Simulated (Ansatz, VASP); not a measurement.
# Two plane-wave programs on GaSb2

Contents of INCAR:

```
SYSTEM = GaSb2
PREC = Accurate ; ENCUT = 600
EDIFF = 1E-6 ; ISMEAR = 0
SIGMA = 0.1 ; LREAL = .False.
LASPH = .True. ; NELM = 80
ALGO = Normal ; ISIF = 3
LWAVE = .False. ; LCHARG = .False.
GGA = PE ; IBRION = 2
NSW = 100 ; EDIFFG = -0.01
```

Contents of KPOINTS:

```
Automatic mesh
0
Gamma
  14 14 8
  0 0 0
```

File POSCAR:

```
GaSb2
1.0
    3.5518058191      0.0000000000      0.0000000000
    0.0000000000      3.5518058191      0.0000000000
    0.0000000000      0.0000000000      6.5481427006
Ga Sb
1 2
Direct
    0.0000000000      0.0000000000      0.0000000000
    0.5000000000      0.5000000000      0.2678095114
    0.5000000000      0.5000000000      0.7321904886
```

Input for Ansatz:

```yaml
crystal:
  lattice:
    - [3.5518058191, 0.0, 0.0]
    - [0.0, 3.5518058191, 0.0]
    - [0.0, 0.0, 6.5481427006]
  atoms:
    - { symbol: Ga, position: [0.0, 0.0, 0.0] }
    - { symbol: Sb, position: [0.5, 0.5, 0.2678095114] }
    - { symbol: Sb, position: [0.5, 0.5, 0.7321904886] }
basis:
  ecutwfc: 420
kpoints:
  mp_grid: { grid: [14, 14, 8] }
hamiltonian:
  xc: pbe
scf:
  occupations: { method: gaussian, width: 0.1 }
output:
  forces: true
  stress: true
  eigenvalues: true
relax:
  adjacent_minimum: "off"
  f_tol: 0.01
  max_steps: 80
  cell: { stress_tol: 0.05 }
```

Change from the starting cell: species swapped into the FeSi2 type (P4/mmm, No. 123).

Alike in both runs: task relaxation of cell and atoms; functional PBE; k mesh 14 × 14 × 8; occupations gaussian, width 0.1 eV; no spin polarisation.

|  | VASP | Ansatz |
| --- | --- | --- |
| version | VASP 6.6.1 | Ansatz 0.2.0 |
| potentials or method | VASP PAW PBE potentials, release 64 (Ga_d, Sb), cutoff 600 eV | scalar-relativistic, plane waves, PAW |
| valence electrons in the cell | 23 | 43 |

|  | VASP | Ansatz | Ansatz less VASP |
| --- | --- | --- | --- |
| gap on the k mesh at the Fermi level, each at its own relaxed structure (eV) | none | none | - |
| relaxed volume (Å³/atom) | 26.71 | 26.72 | +0.010 |
| relaxed length of the cell vector where the two differ most in proportion (Å) | 7.996 | 7.991 | -0.0043 |

A gap of «none» marks a metal or a gap that the smearing closes. VASP's potentials hold 23 valence electrons a cell and Ansatz's 43, so a difference there can come from the potentials and not from the codes.

Neither program's run includes spin-orbit coupling.
